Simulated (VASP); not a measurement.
# HBr (Fmmm) in VASP: single point with r2SCAN

Aim: the single point of HBr with r2SCAN.

Everything below comes from runs of VASP 6.6.1. Logs are shortened: lines on timing, memory, paths and dates and some standing lists are left out, and cuts for length are marked.

**1. The cell of the first run**

It takes space group Fmmm (No. 69, orthorhombic). Conventional cell: a = 3.337 Å, b = 7.594 Å, c = 7.948 Å, α = 90.00°, β = 90.00°, γ = 90.00°. Within 2.2 Å of H (site symmetry mmm) lie 2 Br at 1.67 Å. Br (site symmetry mmm) has 2 H at 1.67 Å within 2.2 Å.

**2. Single point, r2SCAN (strain along c alone, the other axes held: +4.5 %)**

Contents of POSCAR:

```
HBr
1.0
    3.3371903096      0.0000000000      0.0000000000
    0.0000000000      7.5944054978      0.0000000000
    0.0000000000      0.0000000000      7.9484503892
H Br
4 4
Direct
    0.0000000000      0.0000000000      0.0000000000
    0.0000000000      0.5000000000      0.5000000000
    0.5000000000      0.0000000000      0.5000000000
    0.5000000000      0.5000000000      0.0000000000
    0.5000000000      0.0000000000      0.0000000000
    0.5000000000      0.5000000000      0.5000000000
    0.0000000000      0.0000000000      0.5000000000
    0.0000000000      0.5000000000      0.0000000000
```

Contents of INCAR.step1:

```
PREC = Accurate
ENCUT = 520
ISMEAR = 0
SIGMA = 0.02
LREAL = F
LASPH = T
NELM = 100
NBANDS = 26
GGA = PE
ALGO = Normal
EDIFF = 1E-4
LWAVE = T
LCHARG = F
```

Contents of INCAR.step2:

```
PREC = Accurate
ENCUT = 520
EDIFF = 1E-6
ISMEAR = 0
SIGMA = 0.02
LREAL = F
LASPH = T
NELM = 100
ALGO = Normal
ISIF = 2
LWAVE = F
LCHARG = F
METAGGA = R2SCAN
LMIXTAU = T
NBANDS = 26
ISTART = 1
```

Contents of KPOINTS:

```
regular mesh
0
Gamma
  8 4 4
```

Potentials or basis: VASP PAW PBE potentials, release 64 (H, Br).

Command:

```bash
$ cat potpaw_PBE.64/H/POTCAR potpaw_PBE.64/Br/POTCAR > POTCAR
$ cp INCAR.step1 INCAR
$ mpirun -np 1 vasp_std > vasp.out
$ cp INCAR.step2 INCAR
$ mpirun -np 1 vasp_std > vasp.out
```

OUTCAR:

```text
PREC = Accurate
   ENCUT = 520
   EDIFF = 1E-6
   ISMEAR = 0
   LREAL = F
   LASPH = T
   NELM = 100
   ISIF = 2
   METAGGA = R2SCAN
   ISTART = 1

 ion  position               nearest neighbor table
   1  0.000  0.000  0.000-   5 1.67   5 1.67
   2  0.000  0.500  0.500-   6 1.67   6 1.67
   3  0.500  0.000  0.500-   7 1.67   7 1.67
   4  0.500  0.500  0.000-   8 1.67   8 1.67
   5  0.500  0.000  0.000-   1 1.67   1 1.67
   6  0.500  0.500  0.500-   2 1.67   2 1.67
   7  0.000  0.000  0.500-   3 1.67   3 1.67
   8  0.000  0.500  0.000-   4 1.67   4 1.67

  LATTYP: Found a simple orthorhombic cell.
 ALAT       =     3.3371903096
 B/A-ratio  =     2.2756884664
 C/A-ratio  =     2.3817791770

  Lattice vectors:

 A1 = (   3.3371903096,   0.0000000000,   0.0000000000)
 A2 = (   0.0000000000,   7.5944054978,   0.0000000000)
 A3 = (   0.0000000000,   0.0000000000,   7.9484503892)

Analysis of symmetry for initial positions (statically):
=====================================================================
 Subroutine PRICEL returns following result:

  LATTYP: Found a face centered orthorhombic cell.
 ALAT       =     3.3371903096
 B/A-ratio  =     2.2756884664
 C/A-ratio  =     2.3817791770

  Lattice vectors:

 A1 = (   0.0000000000,  -3.7972027489,  -3.9742251946)
 A2 = (   1.6685951548,   0.0000000000,  -3.9742251946)
 A3 = (   1.6685951548,  -3.7972027489,   0.0000000000)

   4 primitive cells build up your supercell.

 Routine SETGRP: Setting up the symmetry group for a
 simple orthorhombic supercell.

 Subroutine GETGRP returns: Found  8 space group operations
 (whereof  8 operations were pure point group operations)
 out of a pool of  8 trial point group operations.

The static configuration has the point symmetry D_2h.

Analysis of symmetry for dynamics (positions and initial velocities):
=====================================================================
 Subroutine PRICEL returns following result:

  LATTYP: Found a face centered orthorhombic cell.
 ALAT       =     3.3371903096
 B/A-ratio  =     2.2756884664
 C/A-ratio  =     2.3817791770

  Lattice vectors:

 A1 = (   0.0000000000,  -3.7972027489,  -3.9742251946)
 A2 = (   1.6685951548,   0.0000000000,  -3.9742251946)
 A3 = (   1.6685951548,  -3.7972027489,   0.0000000000)

   4 primitive cells build up your supercell.

 Routine SETGRP: Setting up the symmetry group for a
 simple orthorhombic supercell.

 Subroutine GETGRP returns: Found  8 space group operations
 (whereof  8 operations were pure point group operations)
 out of a pool of  8 trial point group operations.

The dynamic configuration has the point symmetry D_2h.

 Subroutine INISYM returns: Found  8 space group operations
 (whereof  8 operations are pure point group operations),
 and found     4 'primitive' translations

----------------------------------------------------------------------------------------

                                     Primitive cell

  volume of cell :      50.3613

  direct lattice vectors                    reciprocal lattice vectors
     0.000000000 -3.797202749 -3.974225195    -0.299653273 -0.131675876 -0.125810686
     1.668595155  0.000000000 -3.974225195     0.299653273  0.131675876 -0.125810686
     1.668595155 -3.797202749  0.000000000     0.299653273 -0.131675876  0.125810686

  length of vectors
     5.496654857  4.310298793  4.147644935     0.350655029  0.350655029  0.350655029

  position of ions in fractional coordinates (direct lattice)
     0.000000000  0.000000000  0.000000000
     0.500000000  0.500000000  0.500000000

  ion indices of the primitive-cell ions
   primitive index   ion index
                 1           1
                 2           5

----------------------------------------------------------------------------------------

 KPOINTS: regular mesh

Automatic generation of k-mesh.
 Grid dimensions read from file:
 generate k-points for:    8    4    4

 Generating k-lattice:

  Cartesian coordinates                     Fractional coordinates (reciprocal lattice)
     0.037456659  0.000000000  0.000000000     0.125000000  0.000000000  0.000000000
     0.000000000  0.032918969  0.000000000     0.000000000  0.250000000  0.000000000
     0.000000000  0.000000000  0.031452672     0.000000000  0.000000000  0.250000000

  Length of vectors
     0.037456659  0.032918969  0.031452672

  Shift w.r.t. Gamma in fractional coordinates (k-lattice)
     0.000000000  0.000000000  0.000000000

 Subroutine IBZKPT returns following result:
 ===========================================

 Found     45 irreducible k-points:

 Following reciprocal coordinates:
            Coordinates               Weight
  0.000000  0.000000  0.000000      1.000000
  0.125000  0.000000  0.000000      2.000000
  0.250000  0.000000  0.000000      2.000000
  0.375000  0.000000  0.000000      2.000000
  0.500000  0.000000  0.000000      1.000000
  0.000000  0.250000  0.000000      2.000000
[... 16 lines left out ...]
  0.250000  0.250000  0.250000      8.000000
  0.375000  0.250000  0.250000      8.000000
 [... further k-points ...]
   k-points           NKPTS =     45   k-points in BZ     NKDIM =     45   number of bands    NBANDS=     26
   number of dos      NEDOS =    301   number of ions     NIONS =      8
   total plane-waves  NPLWV =  94080
   dimension x,y,z NGX =    28 NGY =   56 NGZ =   60
   dimension x,y,z NGXF=    56 NGYF=  112 NGZF=  120
   ions per type =               4   4
   NGX,Y,Z   is equivalent  to a cutoff of  13.95, 12.26, 12.55 a.u.
   NGXF,Y,Z  is equivalent  to a cutoff of  27.90, 24.52, 25.10 a.u.
 SYSTEM =  unknown system
   PREC   = accura    normal or accurate (medium, high low for compatibility)
   ISTART =      1    job   : 0-new  1-cont  2-samecut
   ICHARG =      0    charge: 1-file 2-atom 10-const
   ISPIN  =      1    spin polarized calculation?
   LNONCOLLINEAR =      F non collinear calculations
   LSORBIT =      F    spin-orbit coupling
   LASPH  =      T    aspherical Exc in radial PAW
   ENCUT  =  520.0 eV  38.22 Ry    6.18 a.u.   6.20 14.12 14.78*2*pi/ulx,y,z
   NELM   =    100;   NELMIN=  2; NELMDL=  0     # of ELM steps
   EDIFF  = 0.1E-05   stopping-criterion for ELM
   LREAL  =      F    real-space projection
   EDIFFG = 0.1E-04   stopping-criterion for IOM
   NSW    =      0    number of steps for IOM
   IBRION =     -1    ionic relax: 0-MD 1-quasi-New 2-CG
   NFREE  =      0    steps in history (QN), initial steepest desc. (CG)
   ISIF   =      2    stress and relaxation
   ISYM   =      2    0-nonsym 1-usesym 2-fastsym
   POTIM  = 0.5000    time-step for ionic-motion
   TEBEG  =    0.0;   TEEND  =   0.0 temperature during run
   PSTRESS=    0.0 pullay stress
   NELECT =      32.0000    total number of electrons
   NUPDOWN=      -1.0000    fix difference up-down
   EMIN   =  10.00;   EMAX   =-10.00  energy-range for DOS
   EFERMI =   0.00;   METHOD = LEGACY
   ISMEAR =     0;   SIGMA  =   0.02  broadening in eV -4-tet -1-fermi 0-gaus
   EFERMI_NEDOS =   21; number of points for ismear=-14 and -15
   IALGO  =     38    algorithm
   IMIX   =      4    mixing-type and parameters
     AMIX     =   0.40;   BMIX     =  1.00
     AMIX_MAG =   1.60;   BMIX_MAG =  1.00
  volume/ion in A,a.u.               =      25.18       169.93
  Fermi-wavevector in a.u.,A,eV,Ry     =   0.886623  1.675475 10.695549  0.786101
  Thomas-Fermi vector in A             =   2.007814
   LORBIT       =      0    0 simple, 1 ext, 2 COOP (PROOUT), +10 PAW based schemes
   METAGGA = R2SCAN    functional components
   LHFCALC =     F    Hartree Fock is set to
   AEXX    =    0.0000 exact exchange contribution
   IVDW    =     0    specifies the selected vdW correction
   LEPSILON=     F    determine dielectric tensor
   LRPA    =     F    only Hartree local field effects (RPA)
 non-spin polarized calculation
 Gauss-broadening in eV      SIGMA  =   0.02
  energy-cutoff  :      520.00
  volume of cell :      201.45
 maximum number of plane-waves:      5472
 NGX is ok and might be reduce to    28
   NGX = 13   NGY = 29   NGZ = 29

 number of electron      31.9999990 magnetization

 Free energy of the ion-electron system (eV)
  ---------------------------------------------------
  ext. energy  EPLUGINS =         0.00000000
  ---------------------------------------------------
  free energy    TOTEN  =       -66.30628795 eV

  energy without entropy =      -66.30628795  energy(sigma->0) =      -66.30628795

 E-fermi :  -2.9667     XC(G=0):  -7.0510

 val. band max:       -3.1169213109   @ k =   0.2500   0.0000   0.0000
 cond. band min:      -1.3798223741   @ k =   0.0000   0.0000   0.0000
 fundamental gap:      1.7370989368
 Fermi energy:        -2.9667037737

 k-point     1 :       0.0000    0.0000    0.0000
  band No.  band energies     occupation
      1     -17.9338      2.00000
      2     -17.8397      2.00000
      3     -17.7947      2.00000
      4     -17.7088      2.00000
      5      -4.9214      2.00000
      6      -4.8255      2.00000
[... 18 lines left out ...]
     25       7.2153      0.00000
     26       7.3836      0.00000

 k-point     2 :       0.1250    0.0000    0.0000
  band No.  band energies     occupation
      1     -17.7780      2.00000
      2     -17.6863      2.00000
      3     -17.6426      2.00000
      4     -17.5593      2.00000
      5      -5.7044      2.00000
      6      -5.6153      2.00000
[... 18 lines left out ...]
     25       7.3107      0.00000
     26       7.4212      0.00000

 k-point     3 :       0.2500    0.0000    0.0000
  band No.  band energies     occupation
      1     -17.3457      2.00000
      2     -17.2634      2.00000
      3     -17.2246      2.00000
      4     -17.1512      2.00000
      5      -8.1239      2.00000
      6      -8.0426      2.00000
[... 572 lines left out ...]
 k-point    23 :       0.2500    0.2500    0.2500
  band No.  band energies     occupation
      1     -17.3166      2.00000
      2     -17.2593      2.00000
      3     -17.2319      2.00000
      4     -17.1790      2.00000
      5      -8.0972      2.00000
      6      -8.0405      2.00000
[... 18 lines left out ...]
     25       7.3157      0.00000
     26       7.4681      0.00000

 k-point    24 :       0.3750    0.2500    0.2500
  band No.  band energies     occupation
      1     -16.7616      2.00000
      2     -16.7220      2.00000
      3     -16.7035      2.00000
      4     -16.6691      2.00000
      5      -9.8504      2.00000
      6      -9.8118      2.00000
[... 18 lines left out ...]
     25       7.5476      0.00000
     26       7.6778      0.00000

 [... further k-points ...]
[... 5 lines left out ...]
  --------------------------------------------------------------------------------------
  -------------------------------------------------------------------------------------
  Total       -0.0129123     -0.0232438     -0.3320402     -0.0000000      0.0000000      0.0000000
  in kB       -0.1026965     -0.1848671     -2.6408521     -0.0000000      0.0000000      0.0000000
  external PRESSURE =      -0.9761385 kB  Pullay stress =       0.0000000 kB

 VOLUME and BASIS-vectors are now :
 -----------------------------------------------------------------------------
  energy-cutoff  :      520.00
  volume of cell :      201.45
      direct lattice vectors                 reciprocal lattice vectors
     3.337190310  0.000000000  0.000000000     0.299653273  0.000000000  0.000000000
     0.000000000  7.594405498  0.000000000     0.000000000  0.131675876  0.000000000
     0.000000000  0.000000000  7.948450389     0.000000000  0.000000000  0.125810686

 POSITION                                       TOTAL-FORCE (eV/Angst)
 -----------------------------------------------------------------------------------
      0.00000      0.00000      0.00000        -0.000000     -0.000000     -0.000000
      0.00000      3.79720      3.97423         0.000000     -0.000000     -0.000000
      1.66860      0.00000      3.97423         0.000000     -0.000000     -0.000000
      1.66860      3.79720      0.00000         0.000000     -0.000000     -0.000000
      1.66860      0.00000      0.00000        -0.000000     -0.000000      0.000000
      1.66860      3.79720      3.97423        -0.000000      0.000000     -0.000000
      0.00000      0.00000      3.97423        -0.000000      0.000000      0.000000
      0.00000      3.79720      0.00000         0.000000     -0.000000     -0.000000
 -----------------------------------------------------------------------------------
    total drift:                                0.000000      0.000000     -0.000000

  FREE ENERGIE OF THE ION-ELECTRON SYSTEM (eV)
  ---------------------------------------------------
  free  energy   TOTEN  =       -66.3062879503 eV

  energy  without entropy=      -66.3062879503  energy(sigma->0) =      -66.30628795
```

Wall time 7.6 min (1 thread of Intel Xeon Platinum 8488C (Sapphire Rapids), shared host); peak memory 0.44 GiB.

Results:

```
Free energy            : -66.3063 eV
Pressure               : -0.1 GPa
Band gap on the k mesh : 1.74 eV
```

Caveat: the cell differs from its parent crystal (strain along c alone, the other axes held: +4.5 %); the PAW data sets were made with another functional, which shifts forces and pressure a little. A k mesh can miss the band edges.
